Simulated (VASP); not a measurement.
Here is a VASP 6.6.1 calculation.

File INCAR:

```
  PREC = Accurate
  ENCUT = 520
  EDIFF = 1E-7
  ISMEAR = 0
  SIGMA = 0.05
  LREAL = False
  LASPH = True
  NELM = 100
  ALGO = Fast
  ISIF = 2
  LWAVE = False
  LCHARG = False
  GGA = PS
  NBANDS = 35
```

The input KPOINTS:

```
Automatic mesh
0
Gamma
  12 12 2
```

Contents of POSCAR:

```
MoS2
1.0
    3.1414322073      0.0000000000      0.0000000000
   -1.5707161036      2.7205600958      0.0000000000
    0.0000000000      0.0000000000     12.5788196111
Mo S
2 4
Direct
    0.3102501576      0.6780376511      0.2460714000
    0.6008319964      0.2683886322      0.7354639448
    0.4666843477      0.7563719843      0.6568651963
    0.6555797290      0.1984319342      0.1416757869
    0.2812385947      0.6873077008      0.8263247993
    0.6854151746      0.4114620973      0.3935988727
```

Potentials or basis: VASP PAW PBE potentials, release 64 (Mo_sv, S).

Run with:

```sh
$ cat potpaw_PBE.64/Mo_sv/POTCAR potpaw_PBE.64/S/POTCAR > POTCAR
$ mpirun -np 1 vasp_std > vasp.out
```

Problem. Estimate the largest force.

Solution. 24.872 eV/Å.

Problem. Estimate the band gap on the k mesh.

Solution. Zero (bands 26 and 27 overlap by 1.65 eV).

Problem. Estimate the pressure.

Solution. 57.8 GPa.

Stress tensor (GPa, compression positive):
```
24.04 -9.87 -1.92
-9.87 88.21 -6.64
-1.92 -6.64 61.12
```

Caveat: the cell differs from its parent crystal (atoms moved at random); atoms lie so close that the PAW spheres overlap strongly, which falsifies energies and pressures; the stress differs along the axes, from 24 to 88 GPa; the PAW data sets were made with another functional, which shifts forces and pressure a little.
